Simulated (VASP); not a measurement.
Wanted: the native input for a VASP 6.6.1 run.

| Item | Value |
| --- | --- |
| Task | single point |
| Functional | PBE |
| Potentials or basis | VASP PAW PBE potentials, release 64 (Cd, Te) |
| Cutoff | 520 eV |
| k mesh | 10 × 10 × 10 |
| Occupations | gaussian, width 0.05 eV |
| Spin | no spin polarisation |
| Dipole correction | no |
| Further INCAR settings | ALGO = Normal; EDIFF = 1e-06; NBANDS = 16 |

The structure of CdTe lies in POSCAR:

```
CdTe
1.0
    0.0000000000      3.3583169833      3.3086866831
    3.3583169833      0.0000000000      3.3086866831
    3.3583169833      3.3583169833      0.0000000000
Cd Te
1 1
Direct
    0.0000000000      0.0000000000      0.0000000000
    0.7500000000      0.7500000000      0.7500000000
```

This cell differs from its parent crystal: strain +0.015 along x and y, +0.000 along z.

These files were run (other wordings do the same):

INCAR

```
PREC = Accurate
ENCUT = 520
EDIFF = 1E-6
ISMEAR = 0
SIGMA = 0.05
LREAL = False
LASPH = True
NELM = 60
ALGO = Normal
ISIF = 2
LWAVE = False
LCHARG = True
GGA = PE
LELF = True
LVHAR = True
NBANDS = 16
```

KPOINTS

```
regular mesh
0
Gamma
  10 10 10
```

Potentials or basis: VASP PAW PBE potentials, release 64 (Cd, Te).

Launch:

```bash
$ cat potpaw_PBE.64/Cd/POTCAR potpaw_PBE.64/Te/POTCAR > POTCAR
$ mpirun -np 1 vasp_std > vasp.out
```

Results of the run:

The pressure is -0.9 GPa. The band gap on the k mesh is 0.47 eV.

Caveat: the cell differs from its parent crystal (strain +0.015 along x and y, +0.000 along z); spin-orbit coupling is left out, which moves the levels of the heavy elements.

It took 41 s on 1 thread of Intel(R) Xeon(R) 6975P-C (Granite Rapids) (shared host), peak memory 0.28 GiB.
